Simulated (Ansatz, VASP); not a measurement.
# Two plane-wave programs on HgSe

The input POSCAR:

```
HgSe
1.0
    0.0000000000      3.0926650972      3.0926650972
    3.0926650972      0.0000000000      3.0926650972
    3.0926650972      3.0926650972      0.0000000000
Hg Se
1 1
Direct
    0.0000000000      0.0000000000      0.0000000000
    0.2500000000      0.2500000000      0.2500000000
```

The input INCAR.step1:

```
SYSTEM = HgSe
  PREC = Accurate
  ENCUT = 400
  EDIFF = 1E-5
  ISMEAR = -1
  SIGMA = 0.02
  LREAL = .False.
  LASPH = .True.
  NELM = 120
  ALGO = Normal
  ISIF = 2
  LWAVE = .True.
  GGA = PE
  NBANDS = 16
  GGA_COMPAT = .False.
```

The input INCAR.step2:

```
SYSTEM = HgSe
  PREC = Accurate
  ENCUT = 400
  EDIFF = 1E-6
  ISMEAR = -1
  SIGMA = 0.02
  LREAL = .False.
  LASPH = .True.
  NELM = 120
  ALGO = Normal
  ISIF = 2
  LWAVE = .False.
  LCHARG = .True.
  GGA = PE
  LHFCALC = .True.
  HFSCREEN = 0.2079
  PRECFOCK = Normal
  LELF = .True.
  LVHAR = .True.
  ISTART = 1
  NBANDS = 16
  GGA_COMPAT = .False.
```

KPOINTS

```
Automatic mesh
0
Gamma
  6 6 6
  0 0 0
```

Input for Ansatz:

```yaml
crystal:
  lattice:
    - [0.0, 3.0926650972, 3.0926650972]
    - [3.0926650972, 0.0, 3.0926650972]
    - [3.0926650972, 3.0926650972, 0.0]
  atoms:
    - { symbol: Hg, position: [0.0, 0.0, 0.0] }
    - { symbol: Se, position: [0.25, 0.25, 0.25] }
kpoints:
  mp_grid: { grid: [6, 6, 6] }
  band_path:
    path:
      - [0.0, 0.0, 0.0]
      - [-0.5, -0.5, 0.0]
      - [-0.375, -0.375, 0.25]
      - [-0.375, 0.0, 0.375]
      - [0.0, 0.0, 0.5]
      - [-0.5, -0.25, 0.25]
    npoints: 1
hamiltonian:
  xc: hse06
scf:
  occupations: { method: fermi_dirac, width: 0.02 }
  n_extra_bands: 4
output:
  forces: true
  stress: true
  eigenvalues: true
```

Alike in both runs: task single point; functional HSE06; k mesh 6 × 6 × 6; occupations fermi-dirac, width 0.02 eV; no spin polarisation.

|  | VASP | Ansatz |
| --- | --- | --- |
| version | VASP 6.6.1 | Ansatz 0.2.0 |
| potentials or method | VASP PAW PBE potentials, release 64 (Hg, Se) | plane waves, PAW |
| plane-wave cutoff (eV) | 400 | 420 |
| valence electrons in the cell | 18 | 36 |

Ansatz gave:

* pressure (GPa): -0.1

Q: What did VASP give for the same quantities?

A: Pressure (GPa): 0.0.

VASP's potentials hold 18 valence electrons a cell and Ansatz's 36, so a difference there can come from the potentials and not from the codes. Ansatz's warnings: filled band counts differ across k points, stress exchange threshold loose, stress scf threshold loose.

Neither program's run includes spin-orbit coupling.
